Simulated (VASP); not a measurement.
# Y (Im-3m) in VASP: further runs

The runs below take Y through single point, with PBE.

All numbers are computed with VASP 6.6.1; they aren't measurements. Logs are shortened: lines on timing, memory, paths and dates and some standing lists are left out, and cuts for length are marked.

**1. The cell of the first run**

The structure is cubic, space group Im-3m (No. 229). Conventional cell: a = 3.386 Å, b = 3.386 Å, c = 3.386 Å, α = 90.00°, β = 90.00°, γ = 90.00°. Within 3.9 Å of Y (site symmetry m-3m) lie 14 Y at 2.93 to 3.39 Å.

This isn't the form of Y at room conditions, which is hcp.

**2. Single point, PBE**

Contents of INCAR:

```
SYSTEM = Y
PREC = Accurate
ENCUT = 500
EDIFF = 1E-6
ISMEAR = 1
SIGMA = 0.1
LREAL = .False.
LASPH = .True.
NELM = 120
ALGO = Normal
ISIF = 2
LWAVE = .False.
LCHARG = .False.
GGA = PE
NBANDS = 12
GGA_COMPAT = .False.
```

Contents of KPOINTS:

```
Automatic mesh
0
Gamma
  7 7 7
  0 0 0
```

Contents of POSCAR:

```
Y
1.0
   -1.6930174666      1.6930174666      1.6930174666
    1.6930174666     -1.6930174666      1.6930174666
    1.6930174666      1.6930174666     -1.6930174666
Y
1
Direct
    0.0000000000      0.0000000000      0.0000000000
```

Potentials or basis: VASP PAW PBE potentials, release 64 (Y_sv).

Run with:

```
$ cat potpaw_PBE.64/Y_sv/POTCAR > POTCAR
$ mpirun -np 1 vasp_std > vasp.out
```

OUTCAR:

```text
SYSTEM = Y
   PREC = Accurate
   ENCUT = 500
   EDIFF = 1E-6
   ISMEAR = 1
   LREAL = .False.
   LASPH = .True.
   NELM = 120
   ISIF = 2
   GGA = PE

 ion  position               nearest neighbor table
   1  0.000  0.000  0.000-

  LATTYP: Found a body centered cubic cell.
 ALAT       =     3.3860349332

  Lattice vectors:

 A1 = (  -1.6930174666,   1.6930174666,   1.6930174666)
 A2 = (   1.6930174666,  -1.6930174666,   1.6930174666)
 A3 = (   1.6930174666,   1.6930174666,  -1.6930174666)

Analysis of symmetry for initial positions (statically):
=====================================================================
 Subroutine PRICEL returns:
 Original cell was already a primitive cell.

 Routine SETGRP: Setting up the symmetry group for a
 body centered cubic supercell.

 Subroutine GETGRP returns: Found 48 space group operations
 (whereof 48 operations were pure point group operations)
 out of a pool of 48 trial point group operations.

The static configuration has the point symmetry O_h .

Analysis of symmetry for dynamics (positions and initial velocities):
=====================================================================
 Subroutine PRICEL returns:
 Original cell was already a primitive cell.

 Routine SETGRP: Setting up the symmetry group for a
 body centered cubic supercell.

 Subroutine GETGRP returns: Found 48 space group operations
 (whereof 48 operations were pure point group operations)
 out of a pool of 48 trial point group operations.

The dynamic configuration has the point symmetry O_h .

 Subroutine INISYM returns: Found 48 space group operations
 (whereof 48 operations are pure point group operations),
 and found     1 'primitive' translations

----------------------------------------------------------------------------------------

                                     Primitive cell

  volume of cell :      19.4108

  direct lattice vectors                    reciprocal lattice vectors
    -1.693017467  1.693017467  1.693017467     0.000000000  0.295330680  0.295330680
     1.693017467 -1.693017467  1.693017467     0.295330680  0.000000000  0.295330680
     1.693017467  1.693017467 -1.693017467     0.295330680  0.295330680  0.000000000

  length of vectors
     2.932392270  2.932392270  2.932392270     0.417660653  0.417660653  0.417660653

  position of ions in fractional coordinates (direct lattice)
     0.000000000  0.000000000  0.000000000

  ion indices of the primitive-cell ions
   primitive index   ion index
                 1           1

----------------------------------------------------------------------------------------

 KPOINTS: Automatic mesh

Automatic generation of k-mesh.
 Grid dimensions read from file:
 generate k-points for:    7    7    7

 Generating k-lattice:

  Cartesian coordinates                     Fractional coordinates (reciprocal lattice)
     0.000000000  0.042190097  0.042190097     0.142857143  0.000000000  0.000000000
     0.042190097  0.000000000  0.042190097     0.000000000  0.142857143  0.000000000
     0.042190097  0.042190097  0.000000000     0.000000000  0.000000000  0.142857143

  Length of vectors
     0.059665808  0.059665808  0.059665808

  Shift w.r.t. Gamma in fractional coordinates (k-lattice)
     0.000000000  0.000000000  0.000000000

 Subroutine IBZKPT returns following result:
 ===========================================

 Found     20 irreducible k-points:

 Following reciprocal coordinates:
            Coordinates               Weight
  0.000000  0.000000  0.000000      1.000000
  0.142857  0.000000  0.000000     12.000000
  0.285714  0.000000  0.000000     12.000000
  0.428571  0.000000  0.000000     12.000000
  0.142857  0.142857  0.000000     24.000000
  0.285714  0.142857  0.000000     48.000000
[... 12 lines left out ...]
 -0.428571 -0.428571  0.285714      8.000000
 -0.428571  0.428571  0.428571      6.000000
   k-points           NKPTS =     20   k-points in BZ     NKDIM =     20   number of bands    NBANDS=     12
   number of dos      NEDOS =    301   number of ions     NIONS =      1
   total plane-waves  NPLWV =  13824
   dimension x,y,z NGX =    24 NGY =   24 NGZ =   24
   dimension x,y,z NGXF=    48 NGYF=   48 NGZF=   48
   ions per type =               1
   NGX,Y,Z   is equivalent  to a cutoff of  13.61, 13.61, 13.61 a.u.
   NGXF,Y,Z  is equivalent  to a cutoff of  27.21, 27.21, 27.21 a.u.
 SYSTEM =  Y
   PREC   = accura    normal or accurate (medium, high low for compatibility)
   ISTART =      0    job   : 0-new  1-cont  2-samecut
   ICHARG =      2    charge: 1-file 2-atom 10-const
   ISPIN  =      1    spin polarized calculation?
   LNONCOLLINEAR =      F non collinear calculations
   LSORBIT =      F    spin-orbit coupling
   LASPH  =      T    aspherical Exc in radial PAW
   ENCUT  =  500.0 eV  36.75 Ry    6.06 a.u.   5.35  5.35  5.35*2*pi/ulx,y,z
   NELM   =    120;   NELMIN=  2; NELMDL= -5     # of ELM steps
   EDIFF  = 0.1E-05   stopping-criterion for ELM
   LREAL  =      F    real-space projection
   EDIFFG = 0.1E-04   stopping-criterion for IOM
   NSW    =      0    number of steps for IOM
   IBRION =     -1    ionic relax: 0-MD 1-quasi-New 2-CG
   NFREE  =      0    steps in history (QN), initial steepest desc. (CG)
   ISIF   =      2    stress and relaxation
   ISYM   =      2    0-nonsym 1-usesym 2-fastsym
   POTIM  = 0.5000    time-step for ionic-motion
   TEBEG  =    0.0;   TEEND  =   0.0 temperature during run
   PSTRESS=    0.0 pullay stress
   NELECT =      11.0000    total number of electrons
   NUPDOWN=      -1.0000    fix difference up-down
   EMIN   =  10.00;   EMAX   =-10.00  energy-range for DOS
   EFERMI =   0.00;   METHOD = LEGACY
   ISMEAR =     1;   SIGMA  =   0.10  broadening in eV -4-tet -1-fermi 0-gaus
   EFERMI_NEDOS =   21; number of points for ismear=-14 and -15
   IALGO  =     38    algorithm
   IMIX   =      4    mixing-type and parameters
     AMIX     =   0.40;   BMIX     =  1.00
     AMIX_MAG =   1.60;   BMIX_MAG =  1.00
  volume/ion in A,a.u.               =      19.41       130.99
  Fermi-wavevector in a.u.,A,eV,Ry     =   1.354745  2.560097 24.971243  1.835335
  Thomas-Fermi vector in A             =   2.481891
   LORBIT       =      0    0 simple, 1 ext, 2 COOP (PROOUT), +10 PAW based schemes
   GGA     = PE    functional components
   LHFCALC =     F    Hartree Fock is set to
   AEXX    =    0.0000 exact exchange contribution
   IVDW    =     0    specifies the selected vdW correction
   LEPSILON=     F    determine dielectric tensor
   LRPA    =     F    only Hartree local field effects (RPA)
 non-spin polarized calculation
 Methfessel and Paxton  Order N= 1 SIGMA  =   0.10
  energy-cutoff  :      500.00
  volume of cell :       19.41
 maximum number of plane-waves:       531
 NGX is ok and might be reduce to    24
   NGX = 11   NGY = 11   NGZ = 11

 number of electron      11.0000000 magnetization

 Free energy of the ion-electron system (eV)
  ---------------------------------------------------
  ext. energy  EPLUGINS =         0.00000000
  ---------------------------------------------------
  free energy    TOTEN  =        -5.00890800 eV

  energy without entropy =       -5.00096037  energy(sigma->0) =       -5.00625879

 E-fermi :   6.0642     XC(G=0): -11.6965

 val. band max:        6.0593068100   @ k =  -0.4286  -0.4286   0.1429
 cond. band min:       6.0653087630   @ k =   0.1429   0.1429   0.1429
 fundamental gap:      0.0060019530
 Fermi energy:         6.0642424262

 k-point     1 :       0.0000    0.0000    0.0000
  band No.  band energies     occupation
      1     -35.9511      2.00000
      2     -14.5956      2.00000
      3     -14.5956      2.00000
      4     -14.5956      2.00000
      5       1.1670      2.00000
      6       8.3287      0.00000
      7       8.3287      0.00000
      8       8.3287      0.00000
      9      11.5238      0.00000
     10      11.5238      0.00000
     11      18.4084      0.00000
     12      18.4084      0.00000

 k-point     2 :       0.1429    0.0000    0.0000
  band No.  band energies     occupation
      1     -35.8541      2.00000
      2     -15.1545      2.00000
      3     -14.7498      2.00000
      4     -14.6056      2.00000
      5       2.1095      2.00000
      6       7.6460     -0.00000
      7       7.9133     -0.00000
      8       9.2849      0.00000
      9      10.7491      0.00000
     10      11.4567      0.00000
     11      19.3609      0.00000
     12      20.0725      0.00000

 k-point     3 :       0.2857    0.0000    0.0000
  band No.  band energies     occupation
      1     -35.6286      2.00000
      2     -16.2740      2.00000
      3     -15.0787      2.00000
      4     -14.6287      2.00000
      5       3.4479      2.00000
      6       6.4893     -0.00000
      7       7.5162     -0.00000
      8      11.2580      0.00000
      9      11.7325      0.00000
     10      11.9280      0.00000
     11      19.3260      0.00000
     12      22.7127      0.00000

 k-point     4 :       0.4286    0.0000    0.0000
  band No.  band energies     occupation
      1     -35.4396      2.00000
      2     -17.0779      2.00000
      3     -15.3270      2.00000
      4     -14.6481      2.00000
      5       3.2056      2.00000
      6       5.7688      2.00024
      7       9.3869      0.00000
      8      11.9223      0.00000
      9      12.6120      0.00000
     10      15.3683      0.00000
     11      16.9190      0.00000
     12      21.2978      0.00000

 k-point     5 :       0.1429    0.1429    0.0000
  band No.  band energies     occupation
      1     -35.6924      2.00000
      2     -15.9173      2.00000
      3     -14.9601      2.00000
      4     -14.7291      2.00000
      5       3.4831      2.00000
      6       6.8252     -0.00000
      7       7.0408     -0.00000
      8      10.3062      0.00000
      9      11.3132      0.00000
     10      12.2035      0.00000
     11      20.5464      0.00000
     12      21.2677      0.00000
[... 168 lines left out ...]
      1     -35.3711      2.00000
      2     -16.2156      2.00000
      3     -15.6270      2.00000
      4     -15.6270      2.00000
      5       4.9465      2.00000
      6       5.1612      2.00000
      7       9.3277      0.00000
      8       9.3277      0.00000
      9      11.5207      0.00000
     10      13.1504      0.00000
     11      20.9228      0.00000
     12      25.3454      0.00000

 k-point    18 :      -0.4286    0.4286    0.2857
  band No.  band energies     occupation
      1     -35.2222      2.00000
      2     -16.5850      2.00000
      3     -15.9055      2.00000
      4     -15.7050      2.00000
      5       4.0125      2.00000
      6       4.7913      2.00000
      7       9.4977      0.00000
      8       9.8989      0.00000
      9      14.4807      0.00000
     10      14.9972      0.00000
     11      20.7658      0.00000
     12      21.5999      0.00000

 k-point    19 :      -0.4286   -0.4286    0.2857
  band No.  band energies     occupation
      1     -35.1559      2.00000
      2     -16.3770      2.00000
      3     -16.3770      2.00000
      4     -15.7342      2.00000
      5       3.8788      2.00000
      6       3.8788      2.00000
      7       9.3257      0.00000
      8      13.1643      0.00000
      9      13.1643      0.00000
     10      18.2818      0.00000
     11      18.7425      0.00000
     12      18.7425      0.00000

 k-point    20 :      -0.4286    0.4286    0.4286
  band No.  band energies     occupation
      1     -35.0974      2.00000
      2     -16.3135      2.00000
      3     -16.1978      2.00000
      4     -16.1978      2.00000
      5       3.0589      2.00000
      6       3.3073      2.00000
      7      12.8910      0.00000
      8      12.8910      0.00000
      9      14.4351      0.00000
     10      15.2227      0.00000
     11      18.7097      0.00000
     12      18.7097      0.00000

------------------------ aborting loop because EDIFF is reached ----------------------------------------

  FORCE on cell =-STRESS in cart. coord.  units (eV):
  Direction    XX          YY          ZZ          XY          YZ          ZX
  --------------------------------------------------------------------------------------
  -------------------------------------------------------------------------------------
  Total        5.3924320      5.3924320      5.3924320      0.0000000      0.0000000     -0.0000000
  in kB      445.0931967    445.0931967    445.0931967      0.0000000      0.0000000     -0.0000000
  external PRESSURE =     445.0931967 kB  Pullay stress =       0.0000000 kB

 VOLUME and BASIS-vectors are now :
 -----------------------------------------------------------------------------
  energy-cutoff  :      500.00
  volume of cell :       19.41
      direct lattice vectors                 reciprocal lattice vectors
    -1.693017467  1.693017467  1.693017467     0.000000000  0.295330680  0.295330680
     1.693017467 -1.693017467  1.693017467     0.295330680  0.000000000  0.295330680
     1.693017467  1.693017467 -1.693017467     0.295330680  0.295330680  0.000000000

 POSITION                                       TOTAL-FORCE (eV/Angst)
 -----------------------------------------------------------------------------------
      0.00000      0.00000      0.00000         0.000000      0.000000      0.000000
 -----------------------------------------------------------------------------------
    total drift:                               -0.000000      0.000000     -0.000000

  FREE ENERGIE OF THE ION-ELECTRON SYSTEM (eV)
  ---------------------------------------------------
  free  energy   TOTEN  =        -5.0089079986 eV

  energy  without entropy=       -5.0009603748  energy(sigma->0) =       -5.00625879
```

It took 3.8 s on 1 thread of Intel Xeon 6975P-C (Granite Rapids), shared host; peak memory 0.15 GiB.

Results:

| Quantity | Value |
| --- | --- |
| Free energy | -5.0089 eV |
| Pressure | 44.5 GPa |
| Band gap on the k mesh | zero (an odd number of electrons rules out a gap without spin polarisation) |

Levels at points of the mesh, in eV from the Fermi level:
| k point | band 2 | band 3 | band 4 | band 5 | band 6 | band 7 | band 8 | band 9 |
| --- | --- | --- | --- | --- | --- | --- | --- | --- |
| (0.00, 0.00, 0.00) | -20.66 | -20.66 | -20.66 | -4.90 | 2.26 | 2.26 | 2.26 | 5.46 |

Caveat: the k points lie up to 0.37 Å⁻¹ apart, too coarse for converged energies and pressures of a metal.

**3. Single point, PBE**

This run uses another cell than the first one, of 21.76 Å³/atom.

Contents of INCAR:

```
PREC = Accurate
ENCUT = 500
EDIFF = 1E-6
ISMEAR = 1
SIGMA = 0.1
LREAL = False
LASPH = True
NELM = 120
ALGO = Normal
ISIF = 2
LWAVE = False
LCHARG = False
GGA = PE
NBANDS = 12
GGA_COMPAT = False
```

Contents of KPOINTS:

```
Automatic mesh
0
Gamma
  7 7 7
```

Contents of POSCAR:

```
Y
1.0
   -1.7588035931      1.7588035931      1.7588035931
    1.7588035931     -1.7588035931      1.7588035931
    1.7588035931      1.7588035931     -1.7588035931
Y
1
Direct
    0.0000000000      0.0000000000      0.0000000000
```

Potentials or basis: VASP PAW PBE potentials, release 64 (Y_sv).

Run with:

```
$ cat potpaw_PBE.64/Y_sv/POTCAR > POTCAR
$ mpirun -np 1 vasp_std > vasp.out
```

Run time: 3.8 s. Hardware: 1 thread of Intel Xeon 6975P-C (Granite Rapids), shared host; peak memory 0.15 GiB.

It converged, with:

```yaml
Free_energy: -5.5513 eV
Pressure: 29.8 GPa
Band_gap_on_the_k_mesh: zero (an odd number of electrons rules out a gap without spin polarisation)
```

Levels at points of the mesh, in eV from the Fermi level:
| k point | band 3 | band 4 | band 5 | band 6 | band 7 | band 8 |
| --- | --- | --- | --- | --- | --- | --- |
| (0.00, 0.00, 0.00) | -21.08 | -21.08 | -5.02 | 2.18 | 2.18 | 2.18 |

Caveat: the k points lie up to 0.36 Å⁻¹ apart, too coarse for converged energies and pressures of a metal.
